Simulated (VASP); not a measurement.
# Al3N2: single point with PBE

Al3N2:

```
Al N
1.0
    -1.40949    1.40949    6.84429
     1.40949   -1.40949    6.84429
     1.40949    1.40949   -6.84429
Al N
3 2
Direct
  0.00000 0.00000 0.00000
  0.32676 0.32676 0.00000
  0.67324 0.67324 0.00000
  0.17376 0.17376 0.00000
  0.82624 0.82624 0.00000
```

The cell was built from a structure type or drawn by symmetry, and may not be a known phase.

```yaml
Program: VASP 6.6.1
Task: single point
Functional: PBE
Potentials_or_basis: VASP PAW PBE potentials, release 64 (Al, N)
Cutoff: 520 eV
k_mesh: 8 × 8 × 8
Occupations: gaussian, width 0.1 eV
Spin: collinear spin, ferromagnetic start
Starting_moments: "[0.0, 0.0, 0.0, 1.0, 1.0] μB"
Dipole_correction: no
Further_INCAR_settings: ALGO = Normal; EDIFF = 1e-06; NBANDS = 22
```

The pressure is -0.2 GPa. The largest force is 0.005 eV/Å. The net moment is 0.01 μB per cell and the valence electrons inside the program's atomic spheres are Al 0.77, 0.71 (each value once); N 3.82.

Forces on the atoms (eV/Å):
```
Al   0.000  0.000  0.000
Al   0.000  0.000 -0.005
Al   0.000  0.000  0.005
N    0.000  0.000 -0.003
N    0.000  0.000  0.003
```

Stress tensor (GPa, compression positive):
```
-0.20  0.00  0.00
 0.00 -0.20  0.00
 0.00  0.00 -0.11
```

Levels at points of the mesh, in eV from the Fermi level:
Spin up:
| k point | band 6 | band 7 | band 8 | band 9 | band 10 | band 11 | band 12 | band 13 |
| --- | --- | --- | --- | --- | --- | --- | --- | --- |
| (0.00, 0.00, 0.00) | -4.40 | -4.40 | -3.17 | -3.17 | 1.71 | 3.17 | 3.80 | 4.26 |
| (0.50, 0.00, 0.00) | -5.62 | -3.34 | -3.32 | -3.32 | -1.67 | 1.10 | 3.81 | 6.19 |
| (0.50, 0.50, 0.00) | -6.89 | -5.06 | -4.84 | -0.71 | -0.55 | 0.06 | 0.88 | 2.87 |
| (0.50, 0.50, 0.50) | -4.41 | -3.16 | -3.16 | -2.60 | -0.37 | 3.28 | 4.05 | 6.18 |
Spin down:
```csv
k point,band 5,band 6,band 7,band 8,band 9,band 10,band 11,band 12,band 13,band 14
"(0.00, 0.00, 0.00)",-5.14,-4.40,-4.40,-3.17,-3.17,1.72,3.17,3.80,4.26,5.97
"(0.50, 0.00, 0.00)",-6.16,-5.62,-3.33,-3.32,-3.32,-1.66,1.10,3.81,6.19,6.29
"(0.50, 0.50, 0.00)",-6.98,-6.89,-5.06,-4.84,-0.70,-0.54,0.07,0.89,2.88,3.34
"(0.50, 0.50, 0.50)",-4.40,-4.40,-3.16,-3.16,-2.60,-0.37,3.28,4.06,6.18,6.95
```

Wall time 8.5 min on 1 thread of AMD EPYC 7R13 Processor (Zen 3), with other jobs on the host, peak memory 0.52 GiB.
